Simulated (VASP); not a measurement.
Wanted: the native input for a VASP 6.6.1 run.

| Quantity | Value |
| --- | --- |
| Task | single point |
| Functional | PBE |
| Potentials or basis | VASP PAW PBE potentials, release 64 (Be) |
| Cutoff | 520 eV |
| k mesh | 13 × 13 × 8 |
| Occupations | fermi-dirac, width 0.05 eV |
| Spin | no spin polarisation |
| Dipole correction | no |
| Further INCAR settings | ALGO = Fast; EDIFF = 1e-06; NBANDS = 9 |

The structure of Be lies in POSCAR:

```
Be
1.0
    2.2544137814      0.0000000000      0.0000000000
   -1.1272068907      1.9523796054      0.0000000000
    0.0000000000      0.0000000000      3.5357589267
Be
2
Direct
    0.6666666667      0.3333333333      0.7500000000
    0.3333333333      0.6666666667      0.2500000000
```

These files were run (other wordings do the same):

INCAR

```
ALGO = Fast
EDIFF = 1E-6
ENCUT = 520
GGA = PE
ISIF = 2
ISMEAR = -1
LASPH = True
LCHARG = False
LREAL = False
LWAVE = False
NBANDS = 9
NELM = 100
PREC = Accurate
SIGMA = 0.05
```

KPOINTS

```
k-points
0
Gamma
  13 13 8
```

Potentials or basis: VASP PAW PBE potentials, release 64 (Be).

The run is started by

```sh
$ cat potpaw_PBE.64/Be/POTCAR > POTCAR
$ mpirun -np 1 vasp_std > vasp.out
```

It gave:

```yaml
Pressure: 2.3 GPa
Band_gap_on_the_k_mesh: zero (band 2 reaches 8.26 eV, above the bottom of band 3 at 6.62 eV)
```

Wall time 20 s on 1 thread of Intel Xeon 8259CL (shared host), peak memory 0.13 GiB.
